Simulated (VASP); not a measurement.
# SrCd (Pm-3m) in VASP: notebook

SrCd is run at these levels: LDA; tasks: vibrations by perturbation theory.

Everything below comes from runs of VASP 6.6.1. Logs are shortened: lines on timing, memory, paths and dates and some standing lists are left out, and cuts for length are marked.

## Step 1: The cell of the first run

The structure is cubic, space group Pm-3m (No. 221). Conventional cell: a = 3.471 Å, b = 3.471 Å, c = 3.471 Å, α = 90.00°, β = 90.00°, γ = 90.00°. Sr (site symmetry m-3m) has 8 Cd at 3.01 Å and 6 Sr at 3.47 Å within 4.0 Å. Cd (site symmetry m-3m) has 8 Sr at 3.01 Å and 6 Cd at 3.47 Å within 4.0 Å.

## Step 2: Vibrations by perturbation theory, LDA

INCAR reads:

```
PREC     = Accurate       # precision mode
ENCUT    = 520            # plane-wave cutoff, eV
EDIFF    = 1E-8           # SCF threshold, eV
ISMEAR   = -1             # smearing method
SIGMA    = 0.15           # smearing width, eV
LREAL    = False          # projectors in reciprocal space
LASPH    = True           # aspherical terms in the spheres
NELM     = 60             # most SCF steps
ALGO     = Normal         # electronic algorithm
ISIF     = 2              # what is computed and relaxed
LWAVE    = False          # write WAVECAR
LCHARG   = False          # write CHGCAR
GGA      = CA             # functional
IBRION   = 8              # ionic algorithm
NSW      = 1              # ionic steps
```

KPOINTS reads:

```
regular mesh
0
Gamma
  12 12 12
```

POSCAR reads:

```
SrCd
1.0
    3.4705214759      0.0000000000      0.0000000000
    0.0000000000      3.4705214759      0.0000000000
    0.0000000000      0.0000000000      3.4705214759
Sr Cd
1 1
Direct
    0.5000000000      0.5000000000      0.5000000000
    0.0000000000      0.0000000000      0.0000000000
```

Potentials or basis: VASP PAW LDA potentials, release 64 (Sr_sv, Cd).

The run is started by

```sh
> cat potpaw_LDA.64/Sr_sv/POTCAR potpaw_LDA.64/Cd/POTCAR > POTCAR
> mpirun -np 1 vasp_std > vasp.out
```

OUTCAR:

```text
PREC = Accurate
   ENCUT = 520
   EDIFF = 1E-8
   ISMEAR = -1
   LREAL = False
   LASPH = True
   NELM = 60
   ISIF = 2
   GGA = CA
   IBRION = 8
   NSW = 1

 ion  position               nearest neighbor table
   1  0.500  0.500  0.500-   2 3.01   2 3.01   2 3.01   2 3.01   2 3.01   2 3.01   2 3.01   2 3.01

   2  0.000  0.000  0.000-   1 3.01   1 3.01   1 3.01   1 3.01   1 3.01   1 3.01   1 3.01   1 3.01

  LATTYP: Found a simple cubic cell.
 ALAT       =     3.4705214759

  Lattice vectors:

 A1 = (   3.4705214759,   0.0000000000,   0.0000000000)
 A2 = (   0.0000000000,   3.4705214759,   0.0000000000)
 A3 = (   0.0000000000,   0.0000000000,   3.4705214759)

Analysis of symmetry for initial positions (statically):
=====================================================================
 Subroutine PRICEL returns:
 Original cell was already a primitive cell.

 Routine SETGRP: Setting up the symmetry group for a
 simple cubic supercell.

 Subroutine GETGRP returns: Found 48 space group operations
 (whereof 48 operations were pure point group operations)
 out of a pool of 48 trial point group operations.

The static configuration has the point symmetry O_h .

Analysis of symmetry for dynamics (positions and initial velocities):
=====================================================================
 Subroutine PRICEL returns:
 Original cell was already a primitive cell.

 Routine SETGRP: Setting up the symmetry group for a
 simple cubic supercell.

 Subroutine GETGRP returns: Found 48 space group operations
 (whereof 48 operations were pure point group operations)
 out of a pool of 48 trial point group operations.

The dynamic configuration has the point symmetry O_h .

 Subroutine INISYM returns: Found 48 space group operations
 (whereof 48 operations are pure point group operations),
 and found     1 'primitive' translations

----------------------------------------------------------------------------------------

                                     Primitive cell

  volume of cell :      41.8008

  direct lattice vectors                    reciprocal lattice vectors
     3.470521476  0.000000000  0.000000000     0.288141136  0.000000000  0.000000000
     0.000000000  3.470521476  0.000000000     0.000000000  0.288141136  0.000000000
     0.000000000  0.000000000  3.470521476     0.000000000  0.000000000  0.288141136

  length of vectors
     3.470521476  3.470521476  3.470521476     0.288141136  0.288141136  0.288141136

  position of ions in fractional coordinates (direct lattice)
     0.500000000  0.500000000  0.500000000
     0.000000000  0.000000000  0.000000000

  ion indices of the primitive-cell ions
   primitive index   ion index
                 1           1
                 2           2

----------------------------------------------------------------------------------------

 KPOINTS: regular mesh

Automatic generation of k-mesh.
 Grid dimensions read from file:
 generate k-points for:   12   12   12

 Generating k-lattice:

  Cartesian coordinates                     Fractional coordinates (reciprocal lattice)
     0.024011761  0.000000000  0.000000000     0.083333333  0.000000000  0.000000000
     0.000000000  0.024011761  0.000000000     0.000000000  0.083333333  0.000000000
     0.000000000  0.000000000  0.024011761     0.000000000  0.000000000  0.083333333

  Length of vectors
     0.024011761  0.024011761  0.024011761

  Shift w.r.t. Gamma in fractional coordinates (k-lattice)
     0.000000000  0.000000000  0.000000000

 Subroutine IBZKPT returns following result:
[... 86 lines left out ...]

--------------------------------------- Ionic step        1  -------------------------------------------

 number of electron      22.0000011 magnetization

 Free energy of the ion-electron system (eV)
  ---------------------------------------------------
  ext. energy  EPLUGINS =         0.00000000
  ---------------------------------------------------
  free energy    TOTEN  =        -3.11286700 eV

  energy without entropy =       -3.04286358  energy(sigma->0) =       -3.07786529

 E-fermi :   4.6216     XC(G=0): -11.4085

 val. band max:        4.5785517353   @ k =   0.4167   0.2500   0.2500
 cond. band min:       4.6422142667   @ k =   0.2500   0.2500   0.0000
 fundamental gap:      0.0636625314
 Fermi energy:         4.6215833585

 k-point     1 :       0.0000    0.0000    0.0000
  band No.  band energies     occupation
      1     -30.3731      2.00000
      2     -12.3126      2.00000
      3     -12.3126      2.00000
      4     -12.3126      2.00000
      5      -5.0637      2.00000
      6      -5.0637      2.00000
      7      -4.5420      2.00000
      8      -4.5420      2.00000
      9      -4.5420      2.00000
     10      -2.6467      2.00000
     11       5.7099      0.00141
     12       5.7099      0.00141
     13      10.5197      0.00000
     14      10.5197      0.00000
[... 401 lines left out ...]
      2     -13.0714      2.00000
      3     -12.8844      2.00000
      4     -12.1764      2.00000
      5      -4.8560      2.00000
      6      -4.8326      2.00000
      7      -4.7079      2.00000
      8      -4.6528      2.00000
      9      -4.3434      2.00000
     10       0.6631      2.00000
     11       3.8736      1.98643
     12       5.5226      0.00491
     13       7.0547      0.00000
     14       8.5441      0.00000
     15       9.7829      0.00000

 [... further k-points ...]

------------------------ aborting loop because EDIFF is reached ----------------------------------------

  FORCE on cell =-STRESS in cart. coord.  units (eV):
  Direction    XX          YY          ZZ          XY          YZ          ZX
  --------------------------------------------------------------------------------------
  -------------------------------------------------------------------------------------
  Total        6.7074361      6.7074361      6.7074361      0.0000000      0.0000000     -0.0000000
  in kB      257.0886568    257.0886568    257.0886568      0.0000000      0.0000000     -0.0000000
  external PRESSURE =     257.0886568 kB  Pullay stress =       0.0000000 kB

 VOLUME and BASIS-vectors are now :
 -----------------------------------------------------------------------------
  energy-cutoff  :      520.00
  volume of cell :       41.80
      direct lattice vectors                 reciprocal lattice vectors
     3.470521476  0.000000000  0.000000000     0.288141136  0.000000000  0.000000000
     0.000000000  3.470521476  0.000000000     0.000000000  0.288141136  0.000000000
     0.000000000  0.000000000  3.470521476     0.000000000  0.000000000  0.288141136

 POSITION                                       TOTAL-FORCE (eV/Angst)
 -----------------------------------------------------------------------------------
      1.73526      1.73526      1.73526         0.000000      0.000000      0.000000
      0.00000      0.00000      0.00000         0.000000      0.000000      0.000000
 -----------------------------------------------------------------------------------
    total drift:                                0.000000      0.000000      0.000000

  FREE ENERGIE OF THE ION-ELECTRON SYSTEM (eV)
  ---------------------------------------------------
  free  energy   TOTEN  =        -3.1128670043 eV

  energy  without entropy=       -3.0428635848  energy(sigma->0) =       -3.07786529

[... ionic steps 2 to 3 ...]

--------------------------------------- Ionic step        4  -------------------------------------------

------------------------ aborting loop because EDIFF is reached ----------------------------------------

[... ionic steps 5 to 6 ...]

--------------------------------------- Ionic step        7  -------------------------------------------

 Free energy of the ion-electron system (eV)
  ---------------------------------------------------
  ---------------------------------------------------
  free energy    TOTEN  =        -0.42474635 eV

  energy without entropy =       -0.42474635

------------------------ aborting loop because EDIFF is reached ----------------------------------------

 INTERNAL STRAIN TENSOR  FOR ION    2  DIRECTION 1   (eV/Angst):
 -----------------------------------------------------------------------------
     0.01848  0.00000 -0.00000
    -0.00000 -0.00509 -0.00000
     0.00000 -0.00000 -0.00509

 INTERNAL STRAIN TENSOR FOR ION    2 for displacements in x,y,z  (eV/Angst):
          X           Y           Z          XY          YZ          ZX
  --------------------------------------------------------------------------------
  x     0.00000     0.00000     0.00000     0.00000     0.00000     0.00000
  y     0.00000     0.00000     0.00000     0.00000     0.00000     0.00000
  z     0.00000     0.00000     0.00000     0.00000     0.00000     0.00000

 SECOND DERIVATIVES (NOT SYMMETRIZED)
 ------------------------------------
               1X          1Y          1Z          2X          2Y          2Z
  1X    -6.815840   -0.000000    0.000000    6.815840    0.000000    0.000000
  1Y     0.000000   -6.815840   -0.000000    0.000000    6.815840    0.000000
  1Z     0.000000    0.000000   -6.815840   -0.000000   -0.000000    6.815840
  2X     6.840456   -0.000000    0.000000   -6.840456    0.000000   -0.000000
  2Y    -0.000000    6.840456   -0.000000    0.000000   -6.840456    0.000000
  2Z    -0.000000   -0.000000    6.840456    0.000000    0.000000   -6.840456

 Eigenvectors and eigenvalues of the dynamical matrix
 ----------------------------------------------------

   1 f  =    5.820985 THz    36.574327 2PiTHz  194.167158 cm-1    24.073649 meV
             X         Y         Z           dx          dy          dz
      1.735261  1.735261  1.735261     0.749053   -0.000000    0.000000
      0.000000  0.000000  0.000000    -0.662510   -0.000000    0.000000
[... 21 lines left out ...]
   6 f/i=    0.005207 THz     0.032717 2PiTHz    0.173687 cm-1     0.021534 meV
             X         Y         Z           dx          dy          dz
      1.735261  1.735261  1.735261     0.053411    0.638152    0.169792
      0.000000  0.000000  0.000000     0.060388    0.721513    0.191971

--------------------------------------------------------------------------------------------------------

 ELASTIC MODULI CONTR FROM IONIC RELAXATION (kBar)
 Direction    XX          YY          ZZ          XY          YZ          ZX
 --------------------------------------------------------------------------------
 XX           0.0000      0.0000      0.0000      0.0000      0.0000      0.0000
 YY           0.0000      0.0000      0.0000      0.0000      0.0000      0.0000
 ZZ           0.0000      0.0000      0.0000      0.0000      0.0000      0.0000
 XY           0.0000      0.0000      0.0000      0.0000      0.0000      0.0000
 YZ           0.0000      0.0000      0.0000      0.0000      0.0000      0.0000
 ZX           0.0000      0.0000      0.0000      0.0000      0.0000      0.0000
 --------------------------------------------------------------------------------
```

Wall time 14 min (1 thread of Oxide Virtual Turin-like, shared host); peak memory 0.39 GiB.

What came out:

```
Highest phonon frequency at Γ : 194 cm⁻¹
```

Phonon frequencies in cm⁻¹ (negative: imaginary):
```csv
q point,frequencies
"(0.000, 0.000, 0.000)",0 0 0 194 194 194
```

Caveat: the cell stands under pressure or tension, which shifts response properties.

(Part 1 of 2 ends here.)
